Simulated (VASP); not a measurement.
Runs of VASP 6.6.1 on BAs. Symmetry: F-43m, No. 216, cubic system. The conventional cell has a = 4.777 Å, b = 4.777 Å, c = 4.777 Å, α = 90.00°, β = 90.00°, γ = 90.00°. B (site symmetry -43m) has 4 As at 2.07 Å within 2.7 Å. As (site symmetry -43m) has 4 B at 2.07 Å within 2.7 Å. 

```tsv
k mesh	gap on the mesh (eV)	pressure (GPa)
4 × 4 × 4	1.31	-2.5
3 × 3 × 3	1.16	-0.9
10 × 10 × 10	1.12	-3.1
6 × 6 × 6	(b)	-3.1
5 × 5 × 5	1.11	-2.9
8 × 8 × 8	(a)	-3.1
```

Alike in all rows: task single point; level LDA; potentials or basis VASP PAW LDA potentials, release 64 (B, As); no spin polarisation; cell as given; cutoff (eV) 520; smearing gaussian 0.01 eV.

Fill in the values left out.

(a) 1.14; (b) 1.22.

Caveats: some runs use coarse meshes.

A k mesh can miss the band edges, and the runs leave out spin-orbit coupling on As.
